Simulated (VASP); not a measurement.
# Rh (P6_3/mmc) in VASP: a series of runs

The runs below take Rh through relaxation of cell and atoms, with PBE.

All numbers are computed with VASP 6.6.1; they aren't measurements. Logs are shortened: lines on timing, memory, paths and dates and some standing lists are left out, and cuts for length are marked.

## 1. The cell of the first run

The structure is hexagonal, space group P6_3/mmc (No. 194). The conventional cell has a = 2.743 Å, b = 2.743 Å, c = 4.443 Å, α = 90.00°, β = 90.00°, γ = 120.00°. Rh (site symmetry -6m2) has 12 Rh at 2.73 to 2.74 Å within 3.6 Å.

This isn't the form of Rh at room conditions, which is fcc.

## 2. Relaxation of cell and atoms, PBE, target pressure -6.8 GPa, at which the enthalpy is minimised

Contents of INCAR:

```
  ALGO = Normal
  EDIFF = 1E-6
  EDIFFG = -0.005
  ENCUT = 600
  GGA = PE
  IBRION = 2
  ISIF = 3
  ISMEAR = -1
  LASPH = True
  LCHARG = False
  LREAL = False
  LWAVE = False
  NELM = 60
  NSW = 60
  PREC = Accurate
  PSTRESS = -68.0
  SIGMA = 0.1
```

Contents of KPOINTS:

```
k-points
0
Gamma
  16 16 9
```

Contents of POSCAR:

```
Rh
1.0
    2.7428161143      0.0000000000      0.0000000000
   -1.3714080572      2.3753484329      0.0000000000
    0.0000000000      0.0000000000      4.4433621051
Rh
2
Direct
    0.3333333333      0.6666666667      0.2500000000
    0.6666666667      0.3333333333      0.7500000000
```

Potentials or basis: VASP PAW PBE potentials, release 64 (Rh_pv).

Started as:

```
> cat potpaw_PBE.64/Rh_pv/POTCAR > POTCAR
> mpirun -np 1 vasp_std > vasp.out
```

OUTCAR:

```text
EDIFF = 1E-6
   EDIFFG = -0.005
   ENCUT = 600
   GGA = PE
   IBRION = 2
   ISIF = 3
   ISMEAR = -1
   LASPH = True
   LREAL = False
   NELM = 60
   NSW = 60
   PREC = Accurate
   PSTRESS = -68.0

 ion  position               nearest neighbor table
   1  0.333  0.667  0.250-   2 2.73   2 2.73   2 2.73   2 2.73   2 2.73   2 2.73
   2  0.667  0.333  0.750-   1 2.73   1 2.73   1 2.73   1 2.73   1 2.73   1 2.73

  LATTYP: Found a hexagonal cell.
 ALAT       =     2.7428161143
 C/A-ratio  =     1.6200000000

  Lattice vectors:

 A1 = (   2.7428161143,   0.0000000000,   0.0000000000)
 A2 = (  -1.3714080572,   2.3753484329,   0.0000000000)
 A3 = (   0.0000000000,   0.0000000000,   4.4433621051)

Analysis of symmetry for initial positions (statically):
=====================================================================
 Subroutine PRICEL returns:
 Original cell was already a primitive cell.

 Routine SETGRP: Setting up the symmetry group for a
 hexagonal supercell.

 Subroutine GETGRP returns: Found 24 space group operations
 (whereof 12 operations were pure point group operations)
 out of a pool of 24 trial point group operations.

The static configuration has the point symmetry D_3d.
 The point group associated with its full space group is D_6h.

Analysis of symmetry for dynamics (positions and initial velocities):
=====================================================================
 Subroutine PRICEL returns:
 Original cell was already a primitive cell.

 Routine SETGRP: Setting up the symmetry group for a
 hexagonal supercell.

 Subroutine GETGRP returns: Found 24 space group operations
 (whereof 12 operations were pure point group operations)
 out of a pool of 24 trial point group operations.

The dynamic configuration has the point symmetry D_3d.
 The point group associated with its full space group is D_6h.

 Subroutine INISYM returns: Found 24 space group operations
 (whereof 12 operations are pure point group operations),
 and found     1 'primitive' translations

----------------------------------------------------------------------------------------

                                     Primitive cell

  volume of cell :      28.9491

  direct lattice vectors                    reciprocal lattice vectors
[... 86 lines left out ...]
   NELM   =     60;   NELMIN=  2; NELMDL= -5     # of ELM steps
   EDIFF  = 0.1E-05   stopping-criterion for ELM
   LREAL  =      F    real-space projection
   EDIFFG = -.5E-02   stopping-criterion for IOM
   NSW    =     60    number of steps for IOM
   IBRION =      2    ionic relax: 0-MD 1-quasi-New 2-CG
   NFREE  =      1    steps in history (QN), initial steepest desc. (CG)
   ISIF   =      3    stress and relaxation
   ISYM   =      2    0-nonsym 1-usesym 2-fastsym
   POTIM  = 0.5000    time-step for ionic-motion
   TEBEG  =    0.0;   TEEND  =   0.0 temperature during run
   PSTRESS=  -68.0 pullay stress
   NELECT =      30.0000    total number of electrons
   NUPDOWN=      -1.0000    fix difference up-down
   EMIN   =  10.00;   EMAX   =-10.00  energy-range for DOS
   EFERMI =   0.00;   METHOD = LEGACY
   ISMEAR =    -1;   SIGMA  =   0.10  broadening in eV -4-tet -1-fermi 0-gaus
   EFERMI_NEDOS =   21; number of points for ismear=-14 and -15
   IALGO  =     38    algorithm
   IMIX   =      4    mixing-type and parameters
     AMIX     =   0.40;   BMIX     =  1.00
     AMIX_MAG =   1.60;   BMIX_MAG =  1.00
  volume/ion in A,a.u.               =      14.47        97.68
  Fermi-wavevector in a.u.,A,eV,Ry     =   1.656673  3.130657 37.342059  2.744564
  Thomas-Fermi vector in A             =   2.744557
   LORBIT       =      0    0 simple, 1 ext, 2 COOP (PROOUT), +10 PAW based schemes
   GGA     = PE    functional components
   LHFCALC =     F    Hartree Fock is set to
   AEXX    =    0.0000 exact exchange contribution
   IVDW    =     0    specifies the selected vdW correction
   LEPSILON=     F    determine dielectric tensor
   LRPA    =     F    only Hartree local field effects (RPA)
 conjugate gradient relaxation of ions
 non-spin polarized calculation
  energy-cutoff  :      600.00
  volume of cell :       28.95
 maximum number of plane-waves:       990
 NGX is ok and might be reduce to    24
   NGX = 11   NGY = 11   NGZ = 17

--------------------------------------- Ionic step        1  -------------------------------------------

 number of electron      29.9999999 magnetization

 Free energy of the ion-electron system (eV)
  ---------------------------------------------------
  ext. energy  EPLUGINS =         0.00000000
  ---------------------------------------------------
  free energy    TOTEN  =       -14.48688885 eV

  energy without entropy =      -14.36890230  energy(sigma->0) =      -14.42789558

------------------------ aborting loop because EDIFF is reached ----------------------------------------

  FORCE on cell =-STRESS in cart. coord.  units (eV):
  Direction    XX          YY          ZZ          XY          YZ          ZX
  --------------------------------------------------------------------------------------
  -------------------------------------------------------------------------------------
  Total       -0.9863740     -0.9863740     -1.2444477      0.0000000     -0.0000000      0.0000000
  in kB      -54.5904260    -54.5904260    -68.8733993      0.0000000     -0.0000000      0.0000000
  external PRESSURE =       8.6485829 kB  Pullay stress =     -68.0000000 kB
[... 139 lines left out ...]
--------------------------------------- Ionic step        5  -------------------------------------------

 number of electron      30.0000003 magnetization

 Free energy of the ion-electron system (eV)
  ---------------------------------------------------
  ext. energy  EPLUGINS =         0.00000000
  ---------------------------------------------------
  free energy    TOTEN  =       -14.48256097 eV

  energy without entropy =      -14.36368525  energy(sigma->0) =      -14.42312311

 E-fermi :  10.9928     XC(G=0): -13.6729

 val. band max:       10.9887086034   @ k =   0.3125   0.3125   0.1111
 cond. band min:      11.0020279737   @ k =   0.1250   0.0625   0.3333
 fundamental gap:      0.0133193703
 Fermi energy:        10.9927751456

 k-point     1 :       0.0000    0.0000    0.0000
  band No.  band energies     occupation
      1     -35.9844      2.00000
      2     -35.4379      2.00000
      3     -35.4379      2.00000
      4     -35.3592      2.00000
      5     -35.3462      2.00000
      6     -35.3462      2.00000
[... 505 lines left out ...]
      6     -35.4773      2.00000
[... 11 lines left out ...]
     18      19.7941      0.00000
     19      20.2372      0.00000

 [... further k-points ...]
[... 5 lines left out ...]
  --------------------------------------------------------------------------------------
  -------------------------------------------------------------------------------------
  Total       -1.2410657     -1.2410657     -1.2394205      0.0000000      0.0000000      0.0000000
  in kB      -68.3951911    -68.3951911    -68.3045236      0.0000000      0.0000000      0.0000000
  external PRESSURE =      -0.3649686 kB  Pullay stress =     -68.0000000 kB
[... 21 lines left out ...]
  energy  without entropy=      -14.3636852489  energy(sigma->0) =      -14.42312311

  enthalpy is  TOTEN    =       -15.7164556997 eV   P V=       -1.2338947287

 reached required accuracy - stopping structural energy minimisation
```

OSZICAR:

```text
N       E                     dE             d eps       ncg     rms          rms(c)
DAV:   1     0.344532985979E+03    0.34453E+03   -0.21137E+04  5708   0.201E+03
DAV:   2    -0.702598880493E+01   -0.35156E+03   -0.34289E+03  5975   0.551E+02
DAV:   3    -0.154010922696E+02   -0.83751E+01   -0.81298E+01  6141   0.917E+01
[... 36 lines left out ...]
DAV:   1    -0.144827756780E+02    0.97462E-04   -0.67419E-03  5856   0.747E-01    0.949E-02
DAV:   2    -0.144825888179E+02    0.18686E-03   -0.32479E-04  5868   0.193E-01    0.316E-02
DAV:   3    -0.144825630964E+02    0.25722E-04   -0.52815E-05  6119   0.568E-02    0.912E-03
DAV:   4    -0.144825614024E+02    0.16940E-05   -0.29103E-06  5026   0.179E-02    0.386E-03
DAV:   5    -0.144825609710E+02    0.43137E-06   -0.38905E-07  2910   0.672E-03
   5 F= -.15716456E+02 E0= -.15657018E+02  d E =-.212285E-03
```

It took 5.6 min on 1 thread of Intel Xeon 8259CL, shared host; peak memory 0.23 GiB.

What came out:

```yaml
Free_energy: -14.4826 eV
Relaxed_volume: 14.54 Å³/atom
Relaxed_cell: a = 2.753 Å, b = 2.753 Å, c = 4.430 Å, α = 90.00°, β = 90.00°, γ = 120.00°
Space_group_after_relaxing_to_0.1_Å: P6_3/mmc (No. 194)
Energy_change_on_relaxing_the_run_minimises_the_enthalpy: +2.2 meV/atom
Ionic_steps: 5
Pressure_after_relaxing: -6.8 GPa
Band_gap_on_the_k_mesh: zero (bands 15 and 16 overlap by 2.13 eV)
```

The path:
```csv
step,energy change (eV),largest force (eV/Å),pressure (GPa),volume (Å³)
1,0.0000,0.0000,-5.94,28.95
2,0.0140,0.0000,-8.32,29.28
3,0.0060,0.0000,-7.13,29.11
4,0.0040,0.0000,-6.82,29.06
5,0.0043,0.0000,-6.84,29.07
```

Final structure:
```cif
data_structure
_symmetry_space_group_name_H-M 'P 1'
_symmetry_Int_Tables_number 1
_cell_length_a 2.7529
_cell_length_b 2.7529
_cell_length_c 4.4297
_cell_angle_alpha 90.000
_cell_angle_beta 90.000
_cell_angle_gamma 120.000
_cell_volume 29.07
loop_
_atom_site_label
_atom_site_type_symbol
_atom_site_fract_x
_atom_site_fract_y
_atom_site_fract_z
_atom_site_occupancy
Rh1 Rh 0.33333 0.66667 0.25000 1
Rh2 Rh 0.66667 0.33333 0.75000 1
```

Levels at points of the mesh, in eV from the Fermi level:
| k point | band 11 | band 12 | band 13 | band 14 | band 15 | band 16 | band 17 | band 18 | band 19 |
| --- | --- | --- | --- | --- | --- | --- | --- | --- | --- |
| (0.00, 0.00, 0.00) | -2.77 | -2.29 | -2.29 | -1.78 | -1.78 | 0.13 | 0.13 | 0.85 | 8.17 |
| (0.50, 0.00, 0.00) | -2.46 | -2.03 | -1.99 | 0.37 | 0.59 | 0.65 | 2.86 | 4.85 | 9.97 |

Caveat: the cell is relaxed towards a set pressure, so the run minimises the enthalpy, not the energy.

## 3. Relaxation of cell and atoms, PBE, target pressure -6.8 GPa, at which the enthalpy is minimised

This run uses another cell than the first one, of 14.54 Å³/atom.

Contents of INCAR:

```
PREC = Accurate ; ENCUT = 600
EDIFF = 1E-7 ; ISMEAR = -1
SIGMA = 0.1 ; LREAL = F
LASPH = T ; NELM = 60
ALGO = Normal ; ISIF = 3
LWAVE = F ; LCHARG = F
GGA = PE ; IBRION = 2
NSW = 32 ; EDIFFG = -0.005
PSTRESS = -68.0
```

Contents of KPOINTS:

```
regular mesh
0
Gamma
  16 16 9
```

Contents of POSCAR:

```
Rh
1.0
    2.7531218473      0.0000000000      0.0000000000
   -1.3765609237      2.3842734594      0.0000000000
    0.0000000000      0.0000000000      4.4303886211
Rh
2
Direct
    0.3333333333      0.6666666667      0.2500000000
    0.6666666667      0.3333333333      0.7500000000
```

Potentials or basis: VASP PAW PBE potentials, release 64 (Rh_pv).

Started as:

```
> cat potpaw_PBE.64/Rh_pv/POTCAR > POTCAR
> mpirun -np 1 vasp_std > vasp.out
```

Run time: 4.1 min. Hardware: 1 thread of Intel Xeon 8259CL, shared host; peak memory 0.22 GiB.

It converged, with:

* Free energy: -14.4829 eV
* Relaxed volume: 14.53 Å³/atom
* Relaxed cell: a = 2.753 Å, b = 2.753 Å, c = 4.430 Å, α = 90.00°, β = 90.00°, γ = 120.00°
* Space group after relaxing (to 0.1 Å): P6_3/mmc (No. 194)
* Energy change on relaxing (the run minimises the enthalpy): -0.3 meV/atom
* Ionic steps: 3
* Pressure after relaxing: -6.8 GPa
* Band gap on the k mesh: zero (bands 15 and 16 overlap by 2.13 eV)

Step by step:
```
step  energy change (eV)  largest force (eV/Å)  pressure (GPa)  volume (Å³)
   1              0.0000                0.0000           -6.89        29.08
   2             -0.0015                0.0000           -6.63        29.05
   3             -0.0006                0.0000           -6.80        29.07
```

Final structure:
```cif
data_structure
_symmetry_space_group_name_H-M 'P 1'
_symmetry_Int_Tables_number 1
_cell_length_a 2.7527
_cell_length_b 2.7527
_cell_length_c 4.4297
_cell_angle_alpha 90.000
_cell_angle_beta 90.000
_cell_angle_gamma 120.000
_cell_volume 29.07
loop_
_atom_site_label
_atom_site_type_symbol
_atom_site_fract_x
_atom_site_fract_y
_atom_site_fract_z
_atom_site_occupancy
Rh1 Rh 0.33333 0.66667 0.25000 1
Rh2 Rh 0.66667 0.33333 0.75000 1
```

Levels at points of the mesh, in eV from the Fermi level:
```csv
k point,band 13,band 14,band 15,band 16,band 17,band 18
"(0.00, 0.00, 0.00)",-2.29,-1.78,-1.78,0.13,0.13,0.85
"(0.50, 0.00, 0.00)",-1.99,0.37,0.59,0.65,2.86,4.85
```

Caveat: the cell is relaxed towards a set pressure, so the run minimises the enthalpy, not the energy.
